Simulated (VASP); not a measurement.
# MnO2 (P-3m1) in VASP: single point with PBE+U

Aim: the single point of MnO2 with PBE+U.

All numbers are computed with VASP 6.6.1; they aren't measurements. Logs are shortened: lines on timing, memory, paths and dates and some standing lists are left out, and cuts for length are marked.

### Step 1. The cell of the first run

Symmetry: P-3m1, No. 164, trigonal system. Conventional cell: a = 2.751 Å, b = 2.751 Å, c = 4.439 Å, α = 90.00°, β = 90.00°, γ = 120.00°. Within 2.6 Å of Mn (site symmetry -3m) lie 6 O at 1.94 Å. Within 2.6 Å of O (site symmetry 3m) lie 3 Mn at 1.94 Å.

### Step 2. Single point, PBE+U, collinear spin, ferromagnetic start

Contents of INCAR:

```
SYSTEM = MnO2
ALGO = Normal
EDIFF = 1E-6
ENCUT = 700
GGA = PE
GGA_COMPAT = .FALSE.
ISIF = 2
ISMEAR = 0
ISPIN = 2
LASPH = .TRUE.
LCHARG = .TRUE.
LDAU = .TRUE.
LDAUJ = 0 0
LDAUL = 2 -1
LDAUPRINT = 1
LDAUTYPE = 2
LDAUU = 2 0
LELF = .TRUE.
LMAXMIX = 4
LORBIT = 11
LREAL = .FALSE.
LVHAR = .TRUE.
LWAVE = .FALSE.
MAGMOM = 2.89 -0.01 -0.01
NBANDS = 24
NELM = 200
PREC = Accurate
SIGMA = 0.05
```

Contents of KPOINTS:

```
k-points
0
G
  8 8 4
  0 0 0
```

Contents of POSCAR:

```
MnO2
1.0
    2.7513669000      0.0000000000      0.0000000000
   -1.3756834500      2.3827536300      0.0000000000
    0.0000000000      0.0000000000      4.4385258500
Mn O
1 2
Direct
    0.0000000000      0.0000000000      0.0000000000
    0.3333333333      0.6666666667      0.2520000000
    0.6666666667      0.3333333333      0.7480000000
```

Potentials or basis: VASP PAW PBE potentials, release 64 (Mn_sv, O).

On the command line:

```bash
$ cat potpaw_PBE.64/Mn_sv/POTCAR potpaw_PBE.64/O/POTCAR > POTCAR
$ mpirun -np 1 vasp_std > vasp.out
```

OUTCAR:

```text
SYSTEM = MnO2
   EDIFF = 1E-6
   ENCUT = 700
   GGA = PE
   ISIF = 2
   ISMEAR = 0
   ISPIN = 2
   LASPH = .TRUE.
   LORBIT = 11
   LREAL = .FALSE.
   NELM = 200
   PREC = Accurate

 ion  position               nearest neighbor table
   1  0.000  0.000  0.000-   2 1.94   3 1.94   3 1.94   2 1.94   3 1.94   2 1.94
   2  0.333  0.667  0.252-   1 1.94   1 1.94   1 1.94
   3  0.667  0.333  0.748-   1 1.94   1 1.94   1 1.94

  LATTYP: Found a hexagonal cell.
 ALAT       =     2.7513669000
 C/A-ratio  =     1.6132075479

  Lattice vectors:

 A1 = (   2.7513669000,   0.0000000000,   0.0000000000)
 A2 = (  -1.3756834500,   2.3827536300,   0.0000000000)
 A3 = (   0.0000000000,   0.0000000000,   4.4385258500)

Analysis of symmetry for initial positions (statically):
=====================================================================
 Subroutine PRICEL returns:
 Original cell was already a primitive cell.

 Routine SETGRP: Setting up the symmetry group for a
 hexagonal supercell.

 Subroutine GETGRP returns: Found 12 space group operations
 (whereof 12 operations were pure point group operations)
 out of a pool of 24 trial point group operations.

The static configuration has the point symmetry D_3d.

Analysis of symmetry for dynamics (positions and initial velocities):
=====================================================================
 Subroutine PRICEL returns:
 Original cell was already a primitive cell.

 Routine SETGRP: Setting up the symmetry group for a
 hexagonal supercell.

 Subroutine GETGRP returns: Found 12 space group operations
 (whereof 12 operations were pure point group operations)
 out of a pool of 24 trial point group operations.

The dynamic configuration has the point symmetry D_3d.

Analysis of structural, dynamic, and magnetic symmetry:
=====================================================================
[... 175 lines left out ...]

  o =  0.0848  v =  0.0000  0.0000  0.0000  0.0000  0.0000  0.0000 -0.0000 -1.0000  0.0000 -0.0000      0.0000  0.0000  0.0000  0.0000  0.0000  0.0000  0.0000  0.0000  0.0000  0.0000
  o =  0.0904  v =  0.0000  0.0000  0.0000  0.0000  0.0000  0.0000  0.6176 -0.0000  0.0000  0.7865      0.0000  0.0000  0.0000  0.0000  0.0000  0.0000  0.0000  0.0000  0.0000  0.0000
  o =  0.0904  v =  0.0000  0.0000  0.0000  0.0000  0.0000  0.7865 -0.0000  0.0000  0.6176 -0.0000      0.0000  0.0000  0.0000  0.0000  0.0000  0.0000  0.0000  0.0000  0.0000  0.0000
  o =  0.2801  v =  0.0000  0.0000  0.0000  0.0000  0.0000  0.0000  0.7865  0.0000 -0.0000 -0.6176      0.0000  0.0000  0.0000  0.0000  0.0000  0.0000  0.0000  0.0000  0.0000  0.0000
  o =  0.2801  v =  0.0000  0.0000  0.0000  0.0000  0.0000  0.6176 -0.0000  0.0000 -0.7865  0.0000      0.0000  0.0000  0.0000  0.0000  0.0000  0.0000  0.0000  0.0000  0.0000  0.0000
  o =  0.4513  v =  0.0000 -0.8266  0.0000  0.0000  0.5628  0.0000  0.0000  0.0000  0.0000  0.0000      0.0000  0.0000  0.0000  0.0000  0.0000  0.0000  0.0000  0.0000  0.0000  0.0000
  o =  0.4513  v = -0.5628  0.0000  0.0000  0.8266 -0.0000  0.0000  0.0000  0.0000  0.0000  0.0000      0.0000  0.0000  0.0000  0.0000  0.0000  0.0000  0.0000  0.0000  0.0000  0.0000
  o =  0.9156  v =  0.0000 -0.5628 -0.0000 -0.0000 -0.8266  0.0000  0.0000  0.0000  0.0000  0.0000      0.0000  0.0000  0.0000  0.0000  0.0000  0.0000  0.0000  0.0000  0.0000  0.0000
  o =  0.9156  v = -0.8266  0.0000 -0.0000 -0.5628  0.0000  0.0000  0.0000  0.0000  0.0000  0.0000      0.0000  0.0000  0.0000  0.0000  0.0000  0.0000  0.0000  0.0000  0.0000  0.0000
  o =  0.9194  v =  0.0000 -0.0000  1.0000 -0.0000 -0.0000  0.0000  0.0000  0.0000  0.0000  0.0000      0.0000  0.0000  0.0000  0.0000  0.0000  0.0000  0.0000  0.0000  0.0000  0.0000

 number of electron      27.0000001 magnetization       3.0006145

 Free energy of the ion-electron system (eV)
  ---------------------------------------------------
  ext. energy  EPLUGINS =         0.00000000
  ---------------------------------------------------
  free energy    TOTEN  =       -22.10447491 eV

  energy without entropy =      -22.10447491  energy(sigma->0) =      -22.10447491

 E-fermi :   5.6476     XC(G=0): -11.7605

 val. band max:        5.3461823517   @ k =   0.1250   0.1250   0.5000
 cond. band min:       6.7412162879   @ k =   0.5000  -0.0000   0.5000
 fundamental gap:      1.3950339362
 Fermi energy:         5.6475668706

 spin component 1

 k-point     1 :       0.0000    0.0000    0.0000
  band No.  band energies     occupation
      1     -76.0982      1.00000
      2     -44.7435      1.00000
      3     -44.6942      1.00000
      4     -44.6942      1.00000
      5     -13.7032      1.00000
      6     -11.7089      1.00000
[... 1289 lines left out ...]
     23      24.7730      0.00000
     24      26.1653      0.00000

 [... further k-points ...]
[... 5 lines left out ...]
  --------------------------------------------------------------------------------------
  -------------------------------------------------------------------------------------
  Total        2.3001248      2.3001248     -3.2707876      0.0000000      0.0000000      0.0000000
  in kB      126.6471949    126.6471949   -180.0928714      0.0000000      0.0000000      0.0000000
  external PRESSURE =      24.4005061 kB  Pullay stress =       0.0000000 kB

 VOLUME and BASIS-vectors are now :
 -----------------------------------------------------------------------------
  energy-cutoff  :      700.00
  volume of cell :       29.10
      direct lattice vectors                 reciprocal lattice vectors
     2.751366900  0.000000000  0.000000000     0.363455706  0.209841250  0.000000000
    -1.375683450  2.382753630  0.000000000     0.000000000  0.419682500  0.000000000
     0.000000000  0.000000000  4.438525850     0.000000000  0.000000000  0.225300028

 POSITION                                       TOTAL-FORCE (eV/Angst)
 -----------------------------------------------------------------------------------
      0.00000      0.00000      0.00000         0.000000      0.000000      0.000000
     -0.00000      1.58850      1.11851         0.000000     -0.000000     -2.341225
      1.37568      0.79425      3.32002        -0.000000      0.000000      2.341225
 -----------------------------------------------------------------------------------
    total drift:                                0.000000     -0.000000      0.000000

  FREE ENERGIE OF THE ION-ELECTRON SYSTEM (eV)
  ---------------------------------------------------
  free  energy   TOTEN  =       -22.1044749051 eV

  energy  without entropy=      -22.1044749051  energy(sigma->0) =      -22.10447491

 total charge

# of ion       s       p       d       tot
------------------------------------------
    1        2.201   6.107   4.454  12.762
    2        1.588   3.371   0.000   4.959
    3        1.588   3.371   0.000   4.959
--------------------------------------------------
tot          5.377  12.848   4.454  22.680

 magnetization (x)

# of ion       s       p       d       tot
------------------------------------------
    1        0.020   0.015   2.820   2.855
    2        0.004   0.001   0.000   0.004
    3        0.004   0.001   0.000   0.004
--------------------------------------------------
tot          0.028   0.016   2.820   2.864
```

OSZICAR:

```text
N       E                     dE             d eps       ncg     rms          rms(c)
DAV:   1     0.385415007682E+03    0.38542E+03   -0.17065E+04  3624   0.169E+03
DAV:   2    -0.257530198272E+01   -0.38799E+03   -0.36525E+03  3456   0.509E+02
DAV:   3    -0.269098566291E+02   -0.24335E+02   -0.23843E+02  4344   0.144E+02
DAV:   4    -0.286558493809E+02   -0.17460E+01   -0.17342E+01  5312   0.336E+01
DAV:   5    -0.286659151129E+02   -0.10066E-01   -0.10062E-01  4096   0.259E+00    0.266E+01
DAV:   6    -0.297320913546E+02   -0.10662E+01   -0.94028E+01  4560   0.119E+02    0.623E+01
DAV:   7    -0.221508898264E+02    0.75812E+01   -0.70738E+01  4464   0.100E+02    0.929E+00
DAV:   8    -0.220596972820E+02    0.91193E-01   -0.20859E+00  4552   0.198E+01    0.602E+00
DAV:   9    -0.221236703412E+02   -0.63973E-01   -0.19840E-01  5608   0.537E+00    0.374E+00
DAV:  10    -0.221082448263E+02    0.15426E-01   -0.51793E-02  4984   0.342E+00    0.176E+00
DAV:  11    -0.221050269473E+02    0.32179E-02   -0.10604E-02  4984   0.189E+00    0.838E-01
DAV:  12    -0.221048178475E+02    0.20910E-03   -0.12587E-03  5256   0.492E-01    0.453E-01
DAV:  13    -0.221045104251E+02    0.30742E-03   -0.13153E-03  4720   0.553E-01    0.176E-01
DAV:  14    -0.221044776308E+02    0.32794E-04   -0.24189E-04  5048   0.165E-01    0.854E-02
DAV:  15    -0.221044747585E+02    0.28722E-05   -0.41078E-05  5456   0.722E-02    0.289E-02
DAV:  16    -0.221044749051E+02   -0.14659E-06   -0.23602E-06  3488   0.166E-02
   1 F= -.22104475E+02 E0= -.22104475E+02  d E =-.754681E-19  mag=     3.0001
```

It took 46 s on 1 thread of AMD EPYC 9R45 (Zen 5), shared host; peak memory 0.17 GiB.

What came out:

- Free energy: -22.1045 eV
- Pressure: 2.4 GPa
- Largest force: 2.341 eV/Å
- Band gap on the k mesh: 1.40 eV (least direct gap 1.84 eV)
- Net moment: 3.00 μB per cell
- Site moments: Mn +2.85; O +0.00 μB
- Valence electrons inside the program's atomic spheres: Mn 12.76; O 4.96

Forces on the atoms (eV/Å):
```
Mn   0.000  0.000  0.000
O    0.000  0.000 -2.341
O    0.000  0.000  2.341
```

Eigenvalues of the final occupation matrices:
```tsv
site	spin	trace	eigenvalues
site 1 d	1	3.65	0.45 0.45 0.92 0.92 0.92
site 1 d	2	0.83	0.08 0.09 0.09 0.28 0.28
```

Caveat: the stress differs along the axes, from -18 to 13 GPa; a cell with one magnetic atom can't hold antiferromagnetic order, which such compounds often take; forces of over 1 eV/Å act on the atoms, so gaps and moduli don't describe the material at rest. The state reached can hang on the start; a lower one may exist.
